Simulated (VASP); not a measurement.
Set up this calculation in VASP 6.6.1, as the native input.

- Task: single point
- Functional: PBE
- Potentials or basis: VASP PAW PBE potentials, release 64 (Y_sv)
- Cutoff: 520 eV
- k mesh: 6 × 6 × 2
- Occupations: gaussian, width 0.1 eV
- Spin: no spin polarisation
- Dipole correction: no
- Further INCAR settings: ALGO = Fast; EDIFF = 1e-06; NBANDS = 30

The structure of Y lies in POSCAR:

```
Y
1.0
    3.4064735246     -2.2514184081      0.0000000000
    3.4064735246      2.2514184081      0.0000000000
    0.0000000000      0.0000000000      9.1840967804
Y
4
Direct
    0.8500000000      0.1500000000      0.1170000000
    0.6500000000      0.3500000000      0.6170000000
    0.1500000000      0.8500000000      0.8830000000
    0.3500000000      0.6500000000      0.3830000000
```

The input as run:

INCAR

```
PREC     = Accurate       # precision mode
ENCUT    = 520            # plane-wave cutoff, eV
EDIFF    = 1E-6           # SCF threshold, eV
ISMEAR   = 0              # smearing method
SIGMA    = 0.1            # smearing width, eV
LREAL    = F              # projectors in reciprocal space
LASPH    = T              # aspherical terms in the spheres
NELM     = 80             # most SCF steps
ALGO     = Fast           # electronic algorithm
ISIF     = 2              # what is computed and relaxed
LWAVE    = F              # write WAVECAR
LCHARG   = F              # write CHGCAR
GGA      = PE             # functional
NBANDS   = 30             # bands
```

KPOINTS

```
regular mesh
0
Gamma
  6 6 2
```

Potentials or basis: VASP PAW PBE potentials, release 64 (Y_sv).

The run is started by

```bash
$ cat potpaw_PBE.64/Y_sv/POTCAR > POTCAR
$ mpirun -np 1 vasp_std > vasp.out
```

It gave:

* Pressure: -0.1 GPa
* Largest force: 2.998 eV/Å
* Band gap on the k mesh: zero (bands 22 and 23 overlap by 0.52 eV)

Caveat: forces of over 1 eV/Å act on the atoms, so gaps and moduli don't describe the material at rest.

Run time: 7 min on 1 thread of Intel Xeon 8259CL, on a shared host, peak memory 0.3 GiB.
